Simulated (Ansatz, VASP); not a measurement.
## Two plane-wave programs on KNaF2

```
Na K F
1.0
     1.81815    1.04971    6.02085
    -1.81815    1.04971    6.02085
     0.00000   -2.09942    6.02085
Na K F
1 1 2
Direct
  0.00000 0.00000 0.00000
  0.50000 0.50000 0.50000
  0.26001 0.26001 0.26001
  0.73999 0.73999 0.73999
```

Alike in both runs: task single point; functional PBE; k mesh 8 × 8 × 8; no spin polarisation.

|  | VASP | Ansatz |
| --- | --- | --- |
| version | VASP 6.6.1 | Ansatz 0.2.0 |
| potentials or method | VASP PAW PBE potentials, release 64 (Na_pv, K_sv, F) | plane waves, PAW |
| plane-wave cutoff (eV) | 520 | 420 |
| occupations | gaussian, width 0.01 eV | fixed |
| valence electrons in the cell | 30 | 32 |

|  | VASP | Ansatz | Ansatz less VASP |
| --- | --- | --- | --- |
| gap on the k mesh at the Fermi level (eV) | 5.64 | 5.66 | +0.014 |
| pressure (GPa) | -1.9 | -1.8 | +0.06 |
| traceless stress, the component that is largest in VASP (GPa) | -0.08 | -0.09 | -0.017 |
| rms of the force components (eV/Å) | 0.016 | 0.022 | +0.0057 |

Atom by atom the forces differ by 0.006 eV/Å (rms over components). VASP's potentials hold 30 valence electrons a cell and Ansatz's 32, so a difference there can come from the potentials and not from the codes.
